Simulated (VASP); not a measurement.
Crystal: CsP2Pb.

```
CELL_PARAMETERS angstrom
4.68812 0.00000 0.00000
0.00000 4.68812 0.00000
0.00000 0.00000 6.63000
ATOMIC_POSITIONS crystal
Cs 0.00000 0.00000 0.00000
P 0.00000 0.00000 0.50000
P 0.50000 0.50000 0.00000
Pb 0.50000 0.50000 0.50000
```

| Item | Value |
| --- | --- |
| Program | VASP 6.6.1 |
| Task | relaxation of cell and atoms |
| Functional | PBE |
| Potentials or basis | VASP PAW PBE potentials, release 64 (Cs_sv, P, Pb_d) |
| Cutoff | 600 eV |
| k mesh | 10 × 10 × 8 |
| Occupations | gaussian, width 0.1 eV |
| Spin | no spin polarisation |

At the start: pressure -3.3 GPa; volume 36.43 Å³/atom.

Task: How do energy, volume and symmetry change on relaxing?

Result: Over 5 steps the energy falls by 70.7 meV/atom and the volume is 30.63 Å³/atom (-15.9 %); space group P4/mmm (No. 123, to 0.05 Å).

Step by step:
```
step  energy change (eV)  largest force (eV/Å)  pressure (GPa)  volume (Å³)
   1              0.0000                0.0000           -3.29       145.72
   2             -0.2414                0.0000           -1.56       130.52
   3             -0.2823                0.0000           -0.16       123.31
   4             -0.2827                0.0000            0.02       122.51
   5             -0.2827                0.0000            0.02       122.52
```

Final structure:
```yaml
crystal:
  lattice:
    - [4.44044, 0.00000, 0.00000]
    - [0.00000, 4.44044, 0.00000]
    - [0.00000, 0.00000, 6.21379]
  atoms:
    - { symbol: Cs, position: [0.00000, 0.00000, 0.00000] }
    - { symbol: P, position: [0.00000, 0.00000, 0.50000] }
    - { symbol: P, position: [0.50000, 0.50000, 0.00000] }
    - { symbol: Pb, position: [0.50000, 0.50000, 0.50000] }
```

Caveat: the volume moved by over 15 % at a fixed basis, so the end points are rough.
